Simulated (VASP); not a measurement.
# V3In (Fm-3m) in VASP: single point with r2SCAN

Aim: the single point of V3In with r2SCAN.

All numbers are computed with VASP 6.6.1; they aren't measurements. Logs are shortened: lines on timing, memory, paths and dates and some standing lists are left out, and cuts for length are marked.

**1. The cell of the first run**

The structure is cubic, space group Fm-3m (No. 225). The conventional cell has a = 6.264 Å, b = 6.264 Å, c = 6.264 Å, α = 90.00°, β = 90.00°, γ = 90.00°. Within 3.6 Å of V (site symmetry -43m) lie 10 V at 2.71 to 3.13 Å and 4 In at 2.71 Å. V (site symmetry m-3m) has 8 V at 2.71 Å and 6 In at 3.13 Å within 3.6 Å. In (site symmetry m-3m) has 14 V at 2.71 to 3.13 Å within 3.6 Å.

**2. Single point, r2SCAN**

POSCAR

```
V3In
1.0
    0.0000000000      3.1320593728      3.1320593728
    3.1320593728      0.0000000000      3.1320593728
    3.1320593728      3.1320593728      0.0000000000
V In
3 1
Direct
    0.2500000000      0.2500000000      0.2500000000
    0.7500000000      0.7500000000      0.7500000000
    0.5000000000      0.5000000000      0.5000000000
    0.0000000000      0.0000000000      0.0000000000
```

INCAR.step1

```
ALGO = Normal
EDIFF = 1E-4
ENCUT = 520
GGA = PE
ISMEAR = 0
LASPH = T
LCHARG = F
LREAL = F
LWAVE = T
NBANDS = 34
NELM = 80
PREC = Accurate
SIGMA = 0.1
```

INCAR.step2

```
ALGO = Normal
EDIFF = 1E-6
ENCUT = 520
ISIF = 2
ISMEAR = 0
ISTART = 1
LASPH = T
LCHARG = F
LMIXTAU = T
LREAL = F
LWAVE = F
METAGGA = R2SCAN
NBANDS = 34
NELM = 80
PREC = Accurate
SIGMA = 0.1
```

KPOINTS

```
k-points
0
Gamma
  12 12 12
```

Potentials or basis: VASP PAW PBE potentials, release 64 (V_sv, In_d).

On the command line:

```
cat potpaw_PBE.64/V_sv/POTCAR potpaw_PBE.64/In_d/POTCAR > POTCAR
cp INCAR.step1 INCAR
mpirun -np 1 vasp_std > vasp.out
cp INCAR.step2 INCAR
mpirun -np 1 vasp_std > vasp.out
```

OUTCAR:

```text
EDIFF = 1E-6
   ENCUT = 520
   ISIF = 2
   ISMEAR = 0
   ISTART = 1
   LASPH = T
   LREAL = F
   METAGGA = R2SCAN
   NELM = 80
   PREC = Accurate

 ion  position               nearest neighbor table
   1  0.250  0.250  0.250-   4 2.71   4 2.71   4 2.71   3 2.71   4 2.71   3 2.71   3 2.71   3 2.71

   2  0.750  0.750  0.750-   3 2.71   3 2.71   3 2.71   3 2.71   4 2.71   4 2.71   4 2.71   4 2.71

   3  0.500  0.500  0.500-   1 2.71   1 2.71   1 2.71   1 2.71   2 2.71   2 2.71   2 2.71   2 2.71
                             4 3.13   4 3.13   4 3.13   4 3.13   4 3.13   4 3.13
   4  0.000  0.000  0.000-   2 2.71   2 2.71   2 2.71   1 2.71   2 2.71   1 2.71   1 2.71   1 2.71
                             3 3.13   3 3.13   3 3.13   3 3.13   3 3.13   3 3.13

  LATTYP: Found a face centered cubic cell.
 ALAT       =     6.2641187456

  Lattice vectors:

 A1 = (   0.0000000000,   3.1320593728,   3.1320593728)
 A2 = (   3.1320593728,   0.0000000000,   3.1320593728)
 A3 = (   3.1320593728,   3.1320593728,   0.0000000000)

Analysis of symmetry for initial positions (statically):
=====================================================================
 Subroutine PRICEL returns:
 Original cell was already a primitive cell.

 Routine SETGRP: Setting up the symmetry group for a
 face centered cubic supercell.

 Subroutine GETGRP returns: Found 48 space group operations
 (whereof 48 operations were pure point group operations)
 out of a pool of 48 trial point group operations.

The static configuration has the point symmetry O_h .

Analysis of symmetry for dynamics (positions and initial velocities):
=====================================================================
 Subroutine PRICEL returns:
 Original cell was already a primitive cell.

 Routine SETGRP: Setting up the symmetry group for a
 face centered cubic supercell.

 Subroutine GETGRP returns: Found 48 space group operations
 (whereof 48 operations were pure point group operations)
 out of a pool of 48 trial point group operations.

The dynamic configuration has the point symmetry O_h .

 Subroutine INISYM returns: Found 48 space group operations
 (whereof 48 operations are pure point group operations),
 and found     1 'primitive' translations

----------------------------------------------------------------------------------------

                                     Primitive cell

  volume of cell :      61.4497

  direct lattice vectors                    reciprocal lattice vectors
     0.000000000  3.132059373  3.132059373    -0.159639375  0.159639375  0.159639375
     3.132059373  0.000000000  3.132059373     0.159639375 -0.159639375  0.159639375
     3.132059373  3.132059373  0.000000000     0.159639375  0.159639375 -0.159639375

  length of vectors
     4.429400843  4.429400843  4.429400843     0.276503508  0.276503508  0.276503508

  position of ions in fractional coordinates (direct lattice)
     0.250000000  0.250000000  0.250000000
     0.750000000  0.750000000  0.750000000
     0.500000000  0.500000000  0.500000000
     0.000000000  0.000000000  0.000000000

  ion indices of the primitive-cell ions
   primitive index   ion index
                 1           1
                 2           2
                 3           3
                 4           4

----------------------------------------------------------------------------------------

 KPOINTS: k-points

Automatic generation of k-mesh.
 Grid dimensions read from file:
 generate k-points for:   12   12   12

 Generating k-lattice:

  Cartesian coordinates                     Fractional coordinates (reciprocal lattice)
    -0.013303281  0.013303281  0.013303281     0.083333333  0.000000000  0.000000000
     0.013303281 -0.013303281  0.013303281     0.000000000  0.083333333  0.000000000
     0.013303281  0.013303281 -0.013303281     0.000000000  0.000000000  0.083333333

  Length of vectors
     0.023041959  0.023041959  0.023041959

  Shift w.r.t. Gamma in fractional coordinates (k-lattice)
     0.000000000  0.000000000  0.000000000

 Subroutine IBZKPT returns following result:
 ===========================================

 Found     72 irreducible k-points:

 Following reciprocal coordinates:
            Coordinates               Weight
  0.000000  0.000000  0.000000      1.000000
  0.083333  0.000000  0.000000      8.000000
  0.166667  0.000000  0.000000      8.000000
  0.250000  0.000000  0.000000      8.000000
  0.333333  0.000000  0.000000      8.000000
  0.416667  0.000000  0.000000      8.000000
[... 16 lines left out ...]
  0.500000  0.166667  0.000000     24.000000
 -0.416667  0.166667  0.000000     24.000000
 [... further k-points ...]
   k-points           NKPTS =     72   k-points in BZ     NKDIM =     72   number of bands    NBANDS=     34
   number of dos      NEDOS =    301   number of ions     NIONS =      4
   total plane-waves  NPLWV =  46656
   dimension x,y,z NGX =    36 NGY =   36 NGZ =   36
   dimension x,y,z NGXF=    72 NGYF=   72 NGZF=   72
   ions per type =               3   1
   NGX,Y,Z   is equivalent  to a cutoff of  13.51, 13.51, 13.51 a.u.
   NGXF,Y,Z  is equivalent  to a cutoff of  27.02, 27.02, 27.02 a.u.
 SYSTEM =  unknown system
   PREC   = accura    normal or accurate (medium, high low for compatibility)
   ISTART =      1    job   : 0-new  1-cont  2-samecut
   ICHARG =      0    charge: 1-file 2-atom 10-const
   ISPIN  =      1    spin polarized calculation?
   LNONCOLLINEAR =      F non collinear calculations
   LSORBIT =      F    spin-orbit coupling
   LASPH  =      T    aspherical Exc in radial PAW
   ENCUT  =  520.0 eV  38.22 Ry    6.18 a.u.   8.24  8.24  8.24*2*pi/ulx,y,z
   NELM   =     80;   NELMIN=  2; NELMDL=  0     # of ELM steps
   EDIFF  = 0.1E-05   stopping-criterion for ELM
   LREAL  =      F    real-space projection
   EDIFFG = 0.1E-04   stopping-criterion for IOM
   NSW    =      0    number of steps for IOM
   IBRION =     -1    ionic relax: 0-MD 1-quasi-New 2-CG
   NFREE  =      0    steps in history (QN), initial steepest desc. (CG)
   ISIF   =      2    stress and relaxation
   ISYM   =      2    0-nonsym 1-usesym 2-fastsym
   POTIM  = 0.5000    time-step for ionic-motion
   TEBEG  =    0.0;   TEEND  =   0.0 temperature during run
   PSTRESS=    0.0 pullay stress
   NELECT =      52.0000    total number of electrons
   NUPDOWN=      -1.0000    fix difference up-down
   EMIN   =  10.00;   EMAX   =-10.00  energy-range for DOS
   EFERMI =   0.00;   METHOD = LEGACY
   ISMEAR =     0;   SIGMA  =   0.10  broadening in eV -4-tet -1-fermi 0-gaus
   EFERMI_NEDOS =   21; number of points for ismear=-14 and -15
   IALGO  =     38    algorithm
   IMIX   =      4    mixing-type and parameters
     AMIX     =   0.40;   BMIX     =  1.00
     AMIX_MAG =   1.60;   BMIX_MAG =  1.00
  volume/ion in A,a.u.               =      15.36       103.67
  Fermi-wavevector in a.u.,A,eV,Ry     =   1.548469  2.926183 32.623471  2.397757
  Thomas-Fermi vector in A             =   2.653415
   LORBIT       =      0    0 simple, 1 ext, 2 COOP (PROOUT), +10 PAW based schemes
   METAGGA = R2SCAN    functional components
   LHFCALC =     F    Hartree Fock is set to
   AEXX    =    0.0000 exact exchange contribution
   IVDW    =     0    specifies the selected vdW correction
   LEPSILON=     F    determine dielectric tensor
   LRPA    =     F    only Hartree local field effects (RPA)
 non-spin polarized calculation
 Gauss-broadening in eV      SIGMA  =   0.10
  energy-cutoff  :      520.00
  volume of cell :       61.45
 maximum number of plane-waves:      1676
 NGX is ok and might be reduce to    36
   NGX = 17   NGY = 17   NGZ = 17

 number of electron      51.9999984 magnetization

 Free energy of the ion-electron system (eV)
  ---------------------------------------------------
  ext. energy  EPLUGINS =         0.00000000
  ---------------------------------------------------
  free energy    TOTEN  =       -64.40469754 eV

  energy without entropy =      -64.39266029  energy(sigma->0) =      -64.39867892

 E-fermi :   9.8743     XC(G=0): -13.5277

 val. band max:        9.8625314862   @ k =  -0.3333   0.3333   0.1667
 cond. band min:       9.8759645229   @ k =  -0.4167   0.3333   0.0000
 fundamental gap:      0.0134330368
 Fermi energy:         9.8743392424

 k-point     1 :       0.0000    0.0000    0.0000
  band No.  band energies     occupation
      1     -56.9449      2.00000
      2     -56.9063      2.00000
      3     -56.3959      2.00000
      4     -29.6907      2.00000
      5     -29.6907      2.00000
      6     -29.6907      2.00000
[... 26 lines left out ...]
     33      12.2305      0.00000
     34      15.3355      0.00000

 k-point     2 :       0.0833    0.0000    0.0000
  band No.  band energies     occupation
      1     -56.9440      2.00000
      2     -56.9068      2.00000
      3     -56.3964      2.00000
      4     -29.6984      2.00000
      5     -29.6920      2.00000
      6     -29.6920      2.00000
[... 26 lines left out ...]
     33      12.2109      0.00000
     34      15.1880      0.00000

 k-point     3 :       0.1667    0.0000    0.0000
  band No.  band energies     occupation
      1     -56.9412      2.00000
      2     -56.9082      2.00000
      3     -56.3979      2.00000
      4     -29.7089      2.00000
      5     -29.6955      2.00000
      6     -29.6955      2.00000
[... 26 lines left out ...]
     33      12.1785      0.00000
     34      14.7916      0.00000

 k-point     4 :       0.2500    0.0000    0.0000
  band No.  band energies     occupation
      1     -56.9370      2.00000
      2     -56.9104      2.00000
      3     -56.3998      2.00000
      4     -29.7126      2.00000
      5     -29.6999      2.00000
      6     -29.6999      2.00000
[... 26 lines left out ...]
     33      12.1609      0.00000
     34      13.9277      0.00000

 k-point     5 :       0.3333    0.0000    0.0000
  band No.  band energies     occupation
      1     -56.9320      2.00000
      2     -56.9134      2.00000
      3     -56.4018      2.00000
      4     -29.7074      2.00000
      5     -29.7041      2.00000
      6     -29.7041      2.00000
[... 621 lines left out ...]
 k-point    22 :       0.4167    0.1667    0.0000
  band No.  band energies     occupation
      1     -56.9287      2.00000
      2     -56.9150      2.00000
      3     -56.4036      2.00000
      4     -29.7368      2.00000
      5     -29.7294      2.00000
      6     -29.6960      2.00000
[... 26 lines left out ...]
     33      12.1394      0.00000
     34      12.7668      0.00000

 k-point    23 :       0.5000    0.1667    0.0000
  band No.  band energies     occupation
      1     -56.9243      2.00000
      2     -56.9184      2.00000
      3     -56.4046      2.00000
      4     -29.7326      2.00000
      5     -29.7280      2.00000
      6     -29.6970      2.00000
[... 26 lines left out ...]
     33      12.0766      0.00000
     34      12.3334      0.00000

 k-point    24 :      -0.4167    0.1667    0.0000
  band No.  band energies     occupation
      1     -56.9227      2.00000
      2     -56.9198      2.00000
      3     -56.4047      2.00000
      4     -29.7325      2.00000
      5     -29.7237      2.00000
      6     -29.6894      2.00000
[... 26 lines left out ...]
     33      12.0994      0.00000
     34      12.2900      0.00000

 [... further k-points ...]

------------------------ aborting loop because EDIFF is reached ----------------------------------------

  FORCE on cell =-STRESS in cart. coord.  units (eV):
  Direction    XX          YY          ZZ          XY          YZ          ZX
  --------------------------------------------------------------------------------------
  -------------------------------------------------------------------------------------
  Total       -0.9346803     -0.9346803     -0.9346803     -0.0000000     -0.0000000      0.0000000
  in kB      -24.3698995    -24.3698995    -24.3698995     -0.0000000     -0.0000000      0.0000000
  external PRESSURE =     -24.3698995 kB  Pullay stress =       0.0000000 kB

 VOLUME and BASIS-vectors are now :
 -----------------------------------------------------------------------------
  energy-cutoff  :      520.00
  volume of cell :       61.45
      direct lattice vectors                 reciprocal lattice vectors
     0.000000000  3.132059373  3.132059373    -0.159639375  0.159639375  0.159639375
     3.132059373  0.000000000  3.132059373     0.159639375 -0.159639375  0.159639375
     3.132059373  3.132059373  0.000000000     0.159639375  0.159639375 -0.159639375

 POSITION                                       TOTAL-FORCE (eV/Angst)
 -----------------------------------------------------------------------------------
      1.56603      1.56603      1.56603        -0.000000     -0.000000     -0.000000
      4.69809      4.69809      4.69809         0.000000      0.000000      0.000000
      3.13206      3.13206      3.13206        -0.000000     -0.000000     -0.000000
      0.00000      0.00000      0.00000        -0.000000     -0.000000     -0.000000
 -----------------------------------------------------------------------------------
    total drift:                                0.000000      0.000000      0.000000

  FREE ENERGIE OF THE ION-ELECTRON SYSTEM (eV)
  ---------------------------------------------------
  free  energy   TOTEN  =       -64.4046975437 eV

  energy  without entropy=      -64.3926602928  energy(sigma->0) =      -64.39867892
```

It took 24 min on 1 thread of AMD EPYC 7R43 (Zen 3), shared host; peak memory 0.26 GiB.

Results:

- Free energy: -64.4047 eV
- Pressure: -2.4 GPa
- Band gap on the k mesh: zero (bands 26 and 27 overlap by 0.07 eV)

Caveat: the PAW data sets were made with another functional, which shifts forces and pressure a little; spin-orbit coupling is left out, which moves the levels of the heavy elements.
